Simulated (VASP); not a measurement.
# BeNiTe6 (R-3) in VASP: further runs

Runs on BeNiTe6. Level: PBE. Tasks: relaxation of cell and atoms.

Program: VASP 6.6.1. These are calculated values, not measurements. Logs are shortened: lines on timing, memory, paths and dates and some standing lists are left out, and cuts for length are marked.

## Step 1: The cell of the first run

Symmetry: R-3, No. 148, trigonal system. Conventional cell: a = 6.528 Å, b = 6.528 Å, c = 17.541 Å, α = 90.00°, β = 90.00°, γ = 120.00°. Within 3.5 Å of Be (site symmetry -3) lie 6 Te at 2.65 Å. Ni (site symmetry -3) has 6 Te at 2.46 Å within 3.3 Å. Te (site symmetry 1) has 1 Ni at 2.46 Å and 1 Be at 2.65 Å within 3.3 Å.

## Step 2: Relaxation of cell and atoms, PBE

INCAR reads:

```
PREC = Accurate
ENCUT = 600
EDIFF = 1E-6
ISMEAR = -4
SIGMA = 0.1
LREAL = F
LASPH = T
NELM = 80
ALGO = Normal
ISIF = 3
LWAVE = F
LCHARG = F
GGA = PE
IBRION = 2
NSW = 60
EDIFFG = -0.01
```

KPOINTS reads:

```
regular mesh
0
Gamma
  4 4 4
```

POSCAR reads:

```
BeNiTe6
1.0
    3.2638820000      5.6532070000      0.0000000000
   -3.2638820000      5.6532070000      0.0000000000
    0.0000000000     -3.7688000000      5.8470100000
Be Ni Te
1 1 6
Direct
    0.5000000000      0.5000000000      0.5000000000
    0.0000000000      0.0000000000      0.0000000000
    0.2390000000      0.6190000000      0.7600000000
    0.9020000000      0.2390000000      0.7600000000
    0.6190000000      0.9020000000      0.7600000000
    0.7610000000      0.3810000000      0.2400000000
    0.0980000000      0.7610000000      0.2400000000
    0.3810000000      0.0980000000      0.2400000000
```

Potentials or basis: VASP PAW PBE potentials, release 64 (Be, Ni, Te).

Launch:

```sh
$ cat potpaw_PBE.64/Be/POTCAR potpaw_PBE.64/Ni/POTCAR potpaw_PBE.64/Te/POTCAR > POTCAR
$ mpirun -np 1 vasp_std > vasp.out
```

OUTCAR:

```text
PREC = Accurate
   ENCUT = 600
   EDIFF = 1E-6
   ISMEAR = -4
   LREAL = F
   LASPH = T
   NELM = 80
   ISIF = 3
   GGA = PE
   IBRION = 2
   NSW = 60
   EDIFFG = -0.01

 ion  position               nearest neighbor table
   1  0.500  0.500  0.500-   3 2.65   6 2.65   4 2.65   7 2.65   5 2.65   8 2.65
   2  0.000  0.000  0.000-   4 2.46   7 2.46   6 2.46   3 2.46   5 2.46   8 2.46
   3  0.239  0.619  0.760-   2 2.46   1 2.65   7 3.46   8 3.46   5 3.51   4 3.51
   4  0.902  0.239  0.760-   2 2.46   1 2.65   6 3.46   8 3.46   5 3.51   3 3.51
   5  0.619  0.902  0.760-   2 2.46   1 2.65   7 3.46   6 3.46   4 3.51   3 3.51
   6  0.761  0.381  0.240-   2 2.46   1 2.65   4 3.46   5 3.46   8 3.51   7 3.51
   7  0.098  0.761  0.240-   2 2.46   1 2.65   3 3.46   5 3.46   8 3.51   6 3.51
   8  0.381  0.098  0.240-   2 2.46   1 2.65   4 3.46   3 3.46   7 3.51   6 3.51

  LATTYP: Found a trigonal (rhomboedric) cell.
 ALAT       =     6.9563957185
 COS(alpha) =     0.5597186030

  Lattice vectors:

 A1 = (   3.2638820000,   1.8844070000,   5.8470100000)
 A2 = (  -3.2638820000,   1.8844070000,   5.8470100000)
 A3 = (   0.0000000000,  -3.7688000000,   5.8470100000)

Analysis of symmetry for initial positions (statically):
=====================================================================
 Subroutine PRICEL returns:
 Original cell was already a primitive cell.

 Routine SETGRP: Setting up the symmetry group for a
 trigonal (rhombohedral) supercell.

 Subroutine GETGRP returns: Found  6 space group operations
 (whereof  6 operations were pure point group operations)
 out of a pool of 12 trial point group operations.

The static configuration has the point symmetry S_6 .

Analysis of symmetry for dynamics (positions and initial velocities):
=====================================================================
 Subroutine PRICEL returns:
 Original cell was already a primitive cell.

 Routine SETGRP: Setting up the symmetry group for a
 trigonal (rhombohedral) supercell.

 Subroutine GETGRP returns: Found  6 space group operations
 (whereof  6 operations were pure point group operations)
 out of a pool of 12 trial point group operations.

The dynamic configuration has the point symmetry S_6 .

 Subroutine INISYM returns: Found  6 space group operations
 (whereof  6 operations are pure point group operations),
 and found     1 'primitive' translations

----------------------------------------------------------------------------------------

                                     Primitive cell

  volume of cell :     215.7710

  direct lattice vectors                    reciprocal lattice vectors
     3.263882000  5.653207000  0.000000000     0.153191813  0.088445373  0.057009124
    -3.263882000  5.653207000  0.000000000    -0.153191813  0.088445373  0.057009124
     0.000000000 -3.768800000  5.847010000     0.000000000  0.000000000  0.171027585

  length of vectors
     6.527761875  6.527761875  6.956391261     0.185850358  0.185850358  0.171027585

  position of ions in fractional coordinates (direct lattice)
     0.500000000  0.500000000  0.500000000
     0.000000000  0.000000000  0.000000000
     0.239000000  0.619000000  0.760000000
     0.902000000  0.239000000  0.760000000
     0.619000000  0.902000000  0.760000000
     0.761000000  0.381000000  0.240000000
     0.098000000  0.761000000  0.240000000
     0.381000000  0.098000000  0.240000000

  ion indices of the primitive-cell ions
   primitive index   ion index
                 1           1
                 2           2
                 3           3
                 4           4
                 5           5
                 6           6
                 7           7
                 8           8

----------------------------------------------------------------------------------------

 KPOINTS: regular mesh

Automatic generation of k-mesh.
 Grid dimensions read from file:
 generate k-points for:    4    4    4

 Generating k-lattice:

  Cartesian coordinates                     Fractional coordinates (reciprocal lattice)
     0.038297953  0.022111343  0.014252281     0.250000000 -0.000000000  0.000000000
    -0.038297953  0.022111343  0.014252281    -0.000000000  0.250000000  0.000000000
     0.000000000  0.000000000  0.042756896     0.000000000  0.000000000  0.250000000

  Length of vectors
     0.046462590  0.046462590  0.042756896

  Shift w.r.t. Gamma in fractional coordinates (k-lattice)
     0.000000000  0.000000000  0.000000000

 TETIRR: Found     45 inequivalent tetrahedra from      384

 Subroutine IBZKPT returns following result:
 ===========================================

 Found     14 irreducible k-points:

 Following reciprocal coordinates:
            Coordinates               Weight
  0.000000  0.000000  0.000000      1.000000
  0.250000  0.000000  0.000000      6.000000
  0.500000  0.000000  0.000000      3.000000
  0.250000  0.250000  0.000000      6.000000
  0.500000  0.250000  0.000000      6.000000
 -0.250000  0.250000 -0.250000      6.000000
 -0.250000  0.250000  0.000000      6.000000
  0.500000  0.500000  0.000000      3.000000
  0.000000  0.000000  0.250000      2.000000
  0.250000  0.000000  0.250000      6.000000
  0.500000  0.000000  0.250000      6.000000
  0.250000  0.250000  0.250000      6.000000
  0.500000  0.250000  0.250000      6.000000
  0.000000  0.000000  0.500000      1.000000
   k-points           NKPTS =     14   k-points in BZ     NKDIM =     14   number of bands    NBANDS=     29
   number of dos      NEDOS =    301   number of ions     NIONS =      8
   total plane-waves  NPLWV = 163296
   dimension x,y,z NGX =    54 NGY =   54 NGZ =   56
   dimension x,y,z NGXF=   108 NGYF=  108 NGZF=  112
   ions per type =               1   1   6
   NGX,Y,Z   is equivalent  to a cutoff of  13.75, 13.75, 13.38 a.u.
   NGXF,Y,Z  is equivalent  to a cutoff of  27.50, 27.50, 26.77 a.u.
 SYSTEM =  unknown system
   PREC   = accura    normal or accurate (medium, high low for compatibility)
   ISTART =      0    job   : 0-new  1-cont  2-samecut
   ICHARG =      2    charge: 1-file 2-atom 10-const
   ISPIN  =      1    spin polarized calculation?
   LNONCOLLINEAR =      F non collinear calculations
   LSORBIT =      F    spin-orbit coupling
   LASPH  =      T    aspherical Exc in radial PAW
   ENCUT  =  600.0 eV  44.10 Ry    6.64 a.u.  13.04 13.04 13.89*2*pi/ulx,y,z
   NELM   =     80;   NELMIN=  2; NELMDL= -5     # of ELM steps
   EDIFF  = 0.1E-05   stopping-criterion for ELM
   LREAL  =      F    real-space projection
   EDIFFG = -.1E-01   stopping-criterion for IOM
   NSW    =     60    number of steps for IOM
   IBRION =      2    ionic relax: 0-MD 1-quasi-New 2-CG
   NFREE  =      1    steps in history (QN), initial steepest desc. (CG)
   ISIF   =      3    stress and relaxation
   ISYM   =      2    0-nonsym 1-usesym 2-fastsym
   POTIM  = 0.5000    time-step for ionic-motion
   TEBEG  =    0.0;   TEEND  =   0.0 temperature during run
   PSTRESS=    0.0 pullay stress
   NELECT =      48.0000    total number of electrons
   NUPDOWN=      -1.0000    fix difference up-down
   EMIN   =  10.00;   EMAX   =-10.00  energy-range for DOS
   EFERMI =   0.00;   METHOD = LEGACY
   ISMEAR =    -4;   SIGMA  =   0.10  broadening in eV -4-tet -1-fermi 0-gaus
   EFERMI_NEDOS =   21; number of points for ismear=-14 and -15
   IALGO  =     38    algorithm
   IMIX   =      4    mixing-type and parameters
     AMIX     =   0.40;   BMIX     =  1.00
     AMIX_MAG =   1.60;   BMIX_MAG =  1.00
  volume/ion in A,a.u.               =      26.97       182.01
  Fermi-wavevector in a.u.,A,eV,Ry     =   0.991952  1.874518 13.387720  0.983970
  Thomas-Fermi vector in A             =   2.123730
   LORBIT       =      0    0 simple, 1 ext, 2 COOP (PROOUT), +10 PAW based schemes
   GGA     = PE    functional components
   LHFCALC =     F    Hartree Fock is set to
   AEXX    =    0.0000 exact exchange contribution
   IVDW    =     0    specifies the selected vdW correction
   LEPSILON=     F    determine dielectric tensor
   LRPA    =     F    only Hartree local field effects (RPA)
 conjugate gradient relaxation of ions
 non-spin polarized calculation
 Fermi weights with tetrahedron method witout Bloechl corrections
  energy-cutoff  :      600.00
  volume of cell :      215.77
 maximum number of plane-waves:      7222
 NGX is ok and might be reduce to    54
   NGX = 27   NGY = 27   NGZ = 27

--------------------------------------- Ionic step        1  -------------------------------------------

 number of electron      47.9999994 magnetization

 Free energy of the ion-electron system (eV)
  ---------------------------------------------------
  ext. energy  EPLUGINS =         0.00000000
  ---------------------------------------------------
  free energy    TOTEN  =       -26.09291764 eV

  energy without entropy =      -26.09291764  energy(sigma->0) =      -26.09291764

------------------------ aborting loop because EDIFF is reached ----------------------------------------

  FORCE on cell =-STRESS in cart. coord.  units (eV):
  Direction    XX          YY          ZZ          XY          YZ          ZX
  --------------------------------------------------------------------------------------
  -------------------------------------------------------------------------------------
  Total        1.9750021      1.9750004     -1.6269009     -0.0000001     -0.0000013     -0.0000000
  in kB       14.6650985     14.6650858    -12.0803223     -0.0000010     -0.0000096     -0.0000000
  external PRESSURE =       5.7499540 kB  Pullay stress =       0.0000000 kB
[... 107 lines left out ...]
  FREE ENERGIE OF THE ION-ELECTRON SYSTEM (eV)
  ---------------------------------------------------
  free  energy   TOTEN  =       -26.7249774483 eV

  energy  without entropy=      -26.7249774483  energy(sigma->0) =      -26.72497745

 E-fermi :   7.1901     XC(G=0):  -9.9439

 val. band max:        7.5403479382   @ k =   0.0000   0.0000   0.0000
 cond. band min:       7.1205110459   @ k =   0.2500   0.0000   0.2500
 fundamental gap:     -0.4198368923
 Fermi energy:         7.1901086755

 k-point     1 :       0.0000    0.0000    0.0000
  band No.  band energies     occupation
      1      -6.2497      2.00000
      2      -3.6691      2.00000
      3      -3.6691      2.00000
      4      -3.5551      2.00000
      5      -3.5551      2.00000
      6      -2.7940      2.00000
[... 437 lines left out ...]
     28       8.1653      0.00000
     29       8.1653      0.00000

[... ionic steps 4 to 14 ...]

--------------------------------------- Ionic step       15  -------------------------------------------

 number of electron      47.9999998 magnetization

------------------------ aborting loop because EDIFF is reached ----------------------------------------
[... 79 lines left out ...]
--------------------------------------- Ionic step       17  -------------------------------------------

 number of electron      47.9999998 magnetization

 Free energy of the ion-electron system (eV)
  ---------------------------------------------------
  ext. energy  EPLUGINS =         0.00000000
  ---------------------------------------------------
  free energy    TOTEN  =       -27.59160111 eV

  energy without entropy =      -27.59160111  energy(sigma->0) =      -27.59160111

 E-fermi :   7.5053     XC(G=0): -10.0467

 val. band max:        7.8662606224   @ k =   0.0000   0.0000   0.0000
 cond. band min:       7.4696779141   @ k =   0.5000   0.2500   0.2500
 fundamental gap:     -0.3965827083
 Fermi energy:         7.5052918027

 k-point     1 :       0.0000    0.0000    0.0000
  band No.  band energies     occupation
      1      -6.1098      2.00000
      2      -3.4169      2.00000
      3      -3.4169      2.00000
      4      -3.2258      2.00000
      5      -3.2258      2.00000
      6      -2.7277      2.00000
[... 472 lines left out ...]
  FREE ENERGIE OF THE ION-ELECTRON SYSTEM (eV)
  ---------------------------------------------------
  free  energy   TOTEN  =       -27.5916011144 eV

  energy  without entropy=      -27.5916011144  energy(sigma->0) =      -27.59160111

 reached required accuracy - stopping structural energy minimisation
```

Run time: 16 min. Hardware: 1 thread of AMD EPYC 9R45 (Zen 5), shared host; peak memory 0.45 GiB.

Results:

| Property | Result |
| --- | --- |
| Free energy | -27.5916 eV |
| Relaxed volume | 24.64 Å³/atom |
| Relaxed cell | a = 6.597 Å, b = 6.597 Å, c = 6.469 Å, α = 120.65°, β = 120.65°, γ = 60.00° |
| Space group after relaxing (to 0.1 Å) | R-3 (No. 148) |
| Energy gained by relaxing | 187.3 meV/atom |
| Ionic steps | 17 |
| Pressure after relaxing | 0.0 GPa |
| Largest force after relaxing | 0.008 eV/Å |
| Band gap on the k mesh | zero (bands 24 and 25 overlap by 0.93 eV) |

Forces in eV/Å, atoms in the order of the input:
```
Be   0.000  0.000  0.000
Ni   0.000  0.000  0.000
Te  -0.007  0.004  0.003
Te   0.000 -0.008  0.003
Te   0.007  0.004  0.003
Te   0.007 -0.004 -0.003
Te   0.000  0.008 -0.003
Te  -0.007 -0.004 -0.003
```

Step by step:
```csv
step,energy change (eV),largest force (eV/Å),pressure (GPa),volume (Å³)
1,0.0000,1.3372,0.57,215.77
2,-0.4346,0.7576,-1.76,218.77
3,-0.6321,0.3801,-3.71,222.04
4,-0.9562,0.4653,-2.07,211.30
5,-1.1172,0.7115,1.72,195.74
6,-1.1259,0.6431,0.66,199.17
7,-1.2325,0.5734,0.57,198.54
8,-1.3793,0.3858,0.59,196.38
9,-1.4454,0.2044,-0.43,199.32
10,-1.4596,0.1216,-1.08,201.44
11,-1.4835,0.1740,0.47,196.54
12,-1.4847,0.1449,0.18,197.40
13,-1.4938,0.0976,0.07,197.39
14,-1.4980,0.0376,-0.17,197.36
15,-1.4977,0.0169,0.28,196.14
16,-1.4983,0.0291,0.10,196.89
17,-1.4987,0.0083,0.00,197.08
```

Final structure:
```yaml
crystal:
  lattice:
    - [3.29834, 5.71290, 0.00000]
    - [-3.29834, 5.71290, 0.00000]
    - [0.00000, -3.80859, 5.22961]
  atoms:
    - { symbol: Be, position: [0.50000, 0.50000, 0.50000] }
    - { symbol: Ni, position: [0.00000, 0.00000, 0.00000] }
    - { symbol: Te, position: [0.23821, 0.56510, 0.74577] }
    - { symbol: Te, position: [0.94245, 0.23821, 0.74577] }
    - { symbol: Te, position: [0.56510, 0.94245, 0.74577] }
    - { symbol: Te, position: [0.76179, 0.43490, 0.25423] }
    - { symbol: Te, position: [0.05755, 0.76179, 0.25423] }
    - { symbol: Te, position: [0.43490, 0.05755, 0.25423] }
```

Caveat: spin-orbit coupling is left out, which moves the levels of the heavy elements; tetrahedron occupations give inexact forces and stress in metals.

## Step 3: Relaxation of cell and atoms, PBE

INCAR reads:

```
  PREC = Accurate
  ENCUT = 600
  EDIFF = 1E-6
  ISMEAR = -1
  SIGMA = 0.1
  LREAL = False
  LASPH = True
  NELM = 80
  ALGO = Normal
  ISIF = 3
  LWAVE = False
  LCHARG = False
  GGA = PE
  IBRION = 2
  NSW = 60
  EDIFFG = -0.01
```

KPOINTS reads:

```
Automatic mesh
0
Gamma
  4 4 4
```

POSCAR is that of step 2.

Potentials or basis: VASP PAW PBE potentials, release 64 (Be, Ni, Te).

Launch:

```sh
$ cat potpaw_PBE.64/Be/POTCAR potpaw_PBE.64/Ni/POTCAR potpaw_PBE.64/Te/POTCAR > POTCAR
$ mpirun -np 1 vasp_std > vasp.out
```

Wall time 20 min (1 thread of AMD EPYC 9R45 (Zen 5), shared host); peak memory 0.46 GiB.

The run converged. Its results:

| Quantity | Value |
| --- | --- |
| Free energy | -27.8016 eV |
| Relaxed volume | 24.48 Å³/atom |
| Relaxed cell | a = 6.544 Å, b = 6.544 Å, c = 6.493 Å, α = 120.26°, β = 120.26°, γ = 60.00° |
| Space group after relaxing (to 0.1 Å) | R-3 (No. 148) |
| Energy gained by relaxing | 191.1 meV/atom |
| Ionic steps | 24 |
| Pressure after relaxing | 0.0 GPa |
| Largest force after relaxing | 0.008 eV/Å |
| Band gap on the k mesh | zero (bands 24 and 25 overlap by 0.89 eV) |

Forces on the atoms (eV/Å):
```
Be   0.000  0.000  0.000
Ni   0.000  0.000  0.000
Te  -0.006 -0.003  0.005
Te   0.006 -0.004  0.005
Te   0.000  0.007  0.005
Te   0.006  0.003 -0.005
Te  -0.006  0.004 -0.005
Te   0.000 -0.007 -0.005
```

Step by step:
```tsv
step	energy change (eV)	largest force (eV/Å)	pressure (GPa)	volume (Å³)
1	0.0000	1.3504	0.76	215.77
2	-0.4641	0.7378	-2.02	219.74
3	-0.6595	0.3374	-4.29	224.50
4	-0.9644	0.4266	-3.14	215.70
5	-1.1629	0.6582	-0.91	204.51
6	-1.1676	0.7206	-0.42	202.45
7	-1.2532	0.5990	-0.13	200.80
8	-1.3929	0.3328	1.27	195.86
9	-1.3978	0.3309	1.70	194.60
10	-1.4550	0.2141	-0.14	199.76
11	-1.4561	0.2003	-0.43	200.62
12	-1.4741	0.1577	-0.36	199.78
13	-1.5086	0.0348	-0.21	197.27
14	-1.4558	0.3634	0.97	192.25
15	-1.5129	0.0618	0.14	196.24
16	-1.5245	0.0468	-0.13	196.68
17	-1.5262	0.0460	-0.30	196.90
18	-1.5244	0.0598	0.54	194.45
19	-1.5273	0.0382	0.06	195.98
20	-1.5280	0.0291	0.03	196.05
21	-1.5284	0.0246	-0.06	196.17
22	-1.5289	0.0189	0.04	195.72
23	-1.5289	0.0168	0.06	195.50
24	-1.5291	0.0083	-0.02	195.86
```

Final structure:
```
CELL_PARAMETERS angstrom
3.27200 5.66727 0.00000
-3.27200 5.66727 0.00000
0.00000 -3.77817 5.28118
ATOMIC_POSITIONS crystal
Be 0.50000 0.50000 0.50000
Ni 0.00000 0.00000 0.00000
Te 0.24166 0.56340 0.74805
Te 0.94299 0.24166 0.74805
Te 0.56340 0.94299 0.74805
Te 0.75834 0.43660 0.25195
Te 0.05701 0.75834 0.25195
Te 0.43660 0.05701 0.25195
```

Levels at points of the mesh, in eV from the Fermi level:
```tsv
k point	band 22	band 23	band 24	band 25	band 26	band 27
(0.00, 0.00, 0.00)	0.16	0.34	0.34	1.17	1.17	1.24
(0.50, 0.00, 0.00)	-1.12	-0.63	-0.33	0.15	0.43	0.78
(0.50, 0.50, 0.00)	-1.27	-0.97	-0.95	-0.55	0.23	1.26
(0.00, 0.00, 0.50)	-1.14	-0.91	-0.37	-0.37	0.38	0.38
```

Caveat: spin-orbit coupling is left out, which moves the levels of the heavy elements. Spin polarisation is off, so any magnetic state and its effect on volume and gap are missing.

The gap in the log of VASP goes by the Fermi energy; the results here count the filled bands.